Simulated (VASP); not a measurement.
Write the native input for VASP 6.6.1 that does the following.

```yaml
Task: single point
Functional: PBEsol
Potentials_or_basis: VASP PAW PBE potentials, release 64 (Na_pv)
Cutoff: 520 eV
k_mesh: 6 × 10 × 4
Occupations: gaussian, width 0.1 eV
Spin: no spin polarisation
Dipole_correction: no
Further_INCAR_settings: ALGO = Fast; EDIFF = 1e-07; NBANDS = 30
```

The structure of Na lies in POSCAR:

```
Na
1.0
    6.4206950513      0.0000000000     -0.0475861726
    0.0000000000      3.7413282373      0.0000000000
   -2.4833849877      0.0000000000      9.3747374467
Na
6
Direct
    0.0000000000      0.0000000000      0.0000000000
    0.7259927130      0.5000000000      0.6666703940
    0.7740072870      0.0000000000      0.3333296060
    0.5000000000      0.5000000000      0.0000000000
    0.2259927130      0.0000000000      0.6666703940
    0.2740072870      0.5000000000      0.3333296060
```

This cell differs from its parent crystal: strain along c alone, the other axes held: +3.0 %, then relaxed in part.

The input as run:

INCAR

```
SYSTEM = Na
ALGO = Fast
EDIFF = 1E-7
ENCUT = 520
GGA = PS
ISIF = 2
ISMEAR = 0
LASPH = .True.
LCHARG = .False.
LREAL = .False.
LWAVE = .False.
NBANDS = 30
NELM = 60
PREC = Accurate
SIGMA = 0.1
```

KPOINTS

```
k-points
0
Gamma
  6 10 4
  0 0 0
```

Potentials or basis: VASP PAW PBE potentials, release 64 (Na_pv).

Run with:

```console
$ cat potpaw_PBE.64/Na_pv/POTCAR > POTCAR
$ mpirun -np 1 vasp_std > vasp.out
```

Results of the run:

```yaml
Pressure: -0.2 GPa
Band_gap_on_the_k_mesh: zero (bands 21 and 22 overlap by 2.71 eV)
```

Caveat: the cell differs from its parent crystal (strain along c alone, the other axes held: +3.0 %, then relaxed in part); the PAW data sets were made with another functional, which shifts forces and pressure a little.

Run time: 17 min on 1 thread of Intel Xeon 8259CL, with other jobs on the host, peak memory 0.5 GiB.
